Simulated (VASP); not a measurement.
# BP (Cmcm) in VASP: notebook, part 3 of 3

VASP 6.6.1. The steps go on from the part before.

## (6) Relaxation of cell and atoms, PBE

Contents of INCAR:

```
SYSTEM = BP
ALGO = Normal
EDIFF = 1E-6
EDIFFG = -0.04
ENCUT = 600
GGA = PE
IBRION = 2
ISIF = 3
ISMEAR = 0
LASPH = .TRUE.
LCHARG = .FALSE.
LREAL = .FALSE.
LWAVE = .FALSE.
NELM = 100
NSW = 90
PREC = Accurate
SIGMA = 0.1
```

Contents of KPOINTS:

```
k-points
0
G
  6 6 6
  0 0 0
```

Contents of POSCAR:

```
BP
1.0
    1.4788914934     -5.3633834140      0.0000000000
    1.4788914934      5.3633834140      0.0000000000
    0.0000000000      0.0000000000      3.0831595991
B P
2 2
Direct
    0.6670545449      0.3329454551      0.2500000000
    0.3329454551      0.6670545449      0.7500000000
    0.8534033064      0.1465966936      0.2500000000
    0.1465966936      0.8534033064      0.7500000000
```

Potentials or basis: VASP PAW PBE potentials, release 64 (B, P).

The run is started by

```sh
$ cat potpaw_PBE.64/B/POTCAR potpaw_PBE.64/P/POTCAR > POTCAR
$ mpirun -np 1 vasp_std > vasp.out
```

Wall time 23 min (1 thread of Intel Xeon Platinum 8259CL at 2.50GHz (Skylake/Cascade Lake), shared host); peak memory 0.26 GiB.

The run converged. Its results:

| Quantity | Value |
| --- | --- |
| Free energy | -21.5668 eV |
| Relaxed volume | 13.18 Å³/atom |
| Relaxed cell | a = 6.476 Å, b = 6.476 Å, c = 2.889 Å, α = 90.00°, β = 90.00°, γ = 154.21° |
| Space group after relaxing (to 0.1 Å) | Cmcm (No. 63) |
| Energy gained by relaxing | 74.7 meV/atom |
| Ionic steps | 34 |
| Pressure after relaxing | 0.2 GPa |
| Largest force after relaxing | 0.033 eV/Å |
| Band gap on the k mesh | zero (bands 8 and 9 overlap by 3.83 eV) |

Forces on the atoms (eV/Å):
```
B    0.000  0.001  0.000
B    0.000 -0.001  0.000
P    0.000  0.033  0.000
P    0.000 -0.033  0.000
```

Stress tensor (GPa, compression positive):
```
0.07 0.00 0.00
0.00 0.29 0.00
0.00 0.00 0.35
```

Step by step:
| step | energy change (eV) | largest force (eV/Å) | pressure (GPa) | volume (Å³) |
| --- | --- | --- | --- | --- |
| 1 | 0.0000 | 0.6598 | 0.73 | 48.91 |
| 2 | -0.0492 | 0.4262 | -1.70 | 49.30 |
| 3 | -0.0623 | 0.5263 | -3.18 | 49.54 |
| 4 | -0.0974 | 0.3985 | -1.59 | 48.74 |
| 5 | -0.1492 | 0.3954 | 3.70 | 46.37 |
| 6 | -0.1489 | 0.3479 | 5.42 | 45.67 |
| 7 | -0.1507 | 0.3769 | 4.60 | 46.01 |
| 8 | -0.1676 | 0.3079 | 4.00 | 45.94 |
| 9 | -0.1776 | 0.2814 | 3.06 | 45.84 |
| 10 | -0.1912 | 0.2419 | 1.80 | 46.26 |
| 11 | -0.2021 | 0.1974 | -0.75 | 47.22 |
| 12 | -0.2021 | 0.1940 | -0.59 | 47.16 |
| 13 | -0.2061 | 0.1540 | -0.13 | 47.15 |
| 14 | -0.2105 | 0.0659 | 0.90 | 47.13 |
| 15 | -0.2142 | 0.0788 | 0.80 | 47.26 |
| 16 | -0.2227 | 0.1117 | 0.50 | 47.66 |
| 17 | -0.2294 | 0.1904 | -0.03 | 48.43 |
| 18 | -0.2332 | 0.1750 | 0.02 | 48.61 |
| 19 | -0.2437 | 0.1531 | 0.23 | 49.16 |
| 20 | -0.2652 | 0.1477 | 0.71 | 50.24 |
| 21 | -0.2531 | 0.6578 | 1.98 | 52.38 |
| 22 | -0.2690 | 0.3975 | 1.21 | 51.09 |
| 23 | -0.2721 | 0.3831 | 1.06 | 51.28 |
| 24 | -0.2796 | 0.3171 | 0.68 | 51.85 |
| 25 | -0.2827 | 0.3851 | 0.11 | 52.98 |
| 26 | -0.2834 | 0.3653 | 0.24 | 52.72 |
| 27 | -0.2875 | 0.3063 | 0.05 | 52.73 |
| 28 | -0.2943 | 0.1400 | -0.46 | 52.76 |
| 29 | -0.2948 | 0.1758 | -0.62 | 52.77 |
| 30 | -0.2958 | 0.1467 | -0.36 | 52.69 |
| 31 | -0.2972 | 0.0599 | 0.46 | 52.45 |
| 32 | -0.2972 | 0.0524 | 0.53 | 52.43 |
| 33 | -0.2978 | 0.0475 | 0.46 | 52.51 |
| 34 | -0.2988 | 0.0332 | 0.24 | 52.73 |

Final structure:
```xyz
4
Lattice="1.4454 -6.3126 0.0000 1.4454 6.3126 0.0000 0.0000 0.0000 2.8893" Properties=species:S:1:pos:R:3 pbc="T T T"
B     1.4454   -2.5266    0.7223
B     1.4454    2.5266    2.1670
P     1.4454   -4.5205    0.7223
P     1.4454    4.5205    2.1670
```

Levels at points of the mesh, in eV from the Fermi level:
```
           k point  band 4  band 5  band 6  band 7  band 8  band 9  band 10  band 11  band 12
(0.00, 0.00, 0.00)   -2.53   -2.53   -0.97    0.85    0.87    0.93     1.72     4.67     6.00
(0.50, 0.00, 0.00)   -8.27   -3.67   -3.09    1.42    1.43    3.12     3.60     4.44     4.51
(0.50, 0.50, 0.00)   -2.65   -2.55   -2.52    0.35    0.86    0.91     3.09     4.67     7.02
(0.00, 0.00, 0.50)   -8.19   -3.64   -3.64    1.42    1.42    3.80     3.80     4.44     4.44
(0.50, 0.00, 0.50)   -7.99   -4.67   -4.67   -3.98   -3.98   -0.93    -0.93     3.11     3.11
(0.50, 0.50, 0.50)   -8.35   -3.11   -3.11    1.41    1.41    2.68     2.68     4.48     4.48
```

Caveat: the k points lie up to 0.37 Å⁻¹ apart in the final cell, too coarse for converged energies and pressures of a metal; a cell axis changed by over 15 % at a fixed basis, so the end point is rough.

## (7) Single point, PBE

This run uses another cell than the first one, of 14.29 Å³/atom.

Contents of INCAR:

```
SYSTEM = BP
PREC = Accurate ; ENCUT = 520
EDIFF = 1E-6 ; ISMEAR = 0
SIGMA = 0.1 ; LREAL = .False.
LASPH = .True. ; NELM = 100
ALGO = Normal ; ISIF = 2
LWAVE = .False. ; LCHARG = .True.
GGA = PE ; LELF = .True.
LVHAR = .True. ; NBANDS = 16
```

Contents of KPOINTS:

```
regular mesh
0
Gamma
  16 16 16
  0 0 0
```

Contents of POSCAR:

```
BP
1.0
    1.4452374431     -6.7966357634      0.0000000000
    1.4452374431      6.7966357634      0.0000000000
    0.0000000000      0.0000000000      2.9093376943
B P
2 2
Direct
    0.7035364292      0.2964635708      0.2500000000
    0.2964635708      0.7035364292      0.7500000000
    0.8499520823      0.1500479177      0.2500000000
    0.1500479177      0.8499520823      0.7500000000
```

The run is started by

```sh
$ cat potpaw_PBE.64/B/POTCAR potpaw_PBE.64/P/POTCAR > POTCAR
$ mpirun -np 1 vasp_std > vasp.out
```

Run time: 38 min. Hardware: 1 thread of Intel Xeon Platinum 8259CL at 2.50GHz (Skylake/Cascade Lake), shared host; peak memory 0.63 GiB.

It converged, with:

```
Free energy            : -21.3568 eV
Pressure               : -0.3 GPa
Largest force          : 0.025 eV/Å
Band gap on the k mesh : zero (bands 8 and 9 overlap by 4.78 eV)
```

Forces on the atoms (eV/Å):
```
B    0.000 -0.015  0.000
B    0.000  0.015  0.000
P    0.000  0.025  0.000
P    0.000 -0.025  0.000
```

Levels at points of the mesh, in eV from the Fermi level:
```csv
k point,band 4,band 5,band 6,band 7,band 8,band 9,band 10,band 11,band 12,band 13
"(0.00, 0.00, 0.00)",-2.92,-2.75,-1.58,0.35,0.50,0.65,1.52,4.37,5.29,6.74
"(0.50, 0.00, 0.00)",-8.49,-3.73,-3.46,1.04,1.04,2.91,3.25,4.06,4.09,4.26
"(0.50, 0.50, 0.00)",-2.91,-2.75,-2.57,0.00,0.48,0.67,2.59,4.37,6.74,6.93
"(0.00, 0.00, 0.50)",-8.50,-3.76,-3.76,1.16,1.16,3.41,3.41,4.18,4.18,4.98
"(0.50, 0.00, 0.50)",-8.24,-4.92,-4.92,-4.26,-4.26,-1.19,-1.19,2.91,2.91,7.01
"(0.50, 0.50, 0.50)",-8.56,-3.52,-3.52,1.15,1.15,2.68,2.68,4.19,4.19,4.53
```

## (8) Summary

| task | cell | k mesh | cutoff (eV) | gap on the mesh (eV) | pressure (GPa) | relaxed volume (Å³/atom) | largest force (eV/Å) |
| --- | --- | --- | --- | --- | --- | --- | --- |
| single point | a = 5.564, b = 5.564, c = 3.083 Å, angles 90.0, 90.0, 149.2°, 4 atoms, atomic positions A | 6 × 6 × 4 | 520 | none | -0.2 | - | 0.03 |
| single point | a = 4.860, b = 4.860, c = 3.950 Å, angles 90.0, 90.0, 141.0°, 4 atoms, atomic positions B | 6 × 6 × 4 | 520 | none | -24.1 | - | 0.37 |
| single point | a = 6.690, b = 6.690, c = 2.894 Å, angles 90.0, 90.0, 155.0°, 4 atoms, atomic positions C | 6 × 6 × 6 | 520 | none | -0.2 | - | 0.03 |
| relaxation of cell and atoms | relaxed from a = 4.860, b = 4.860, c = 3.950 Å, angles 90.0, 90.0, 141.0°, 4 atoms, atomic positions B | 6 × 6 × 4 | 600 | none | -0.2 | 13.40 | 0.03 |
| relaxation of cell and atoms | relaxed from a = 5.564, b = 5.564, c = 3.083 Å, angles 90.0, 90.0, 149.2°, 4 atoms, atomic positions A | 6 × 6 × 6 | 600 | none | 0.2 | 13.18 | 0.03 |
| single point | a = 6.949, b = 6.949, c = 2.909 Å, angles 90.0, 90.0, 156.0°, 4 atoms, atomic positions D | 16 × 16 × 16 | 520 | none | -0.3 | - | 0.03 |

Alike in all rows: level PBE; potentials or basis VASP PAW PBE potentials, release 64 (B, P); no spin polarisation; smearing gaussian 0.1 eV.

Caveats: some runs use coarse meshes; a cell axis changed by over 15 % at a fixed basis, so the end point is rough (at least some runs).

Absolute energies hang on the potentials; compare differences alone.
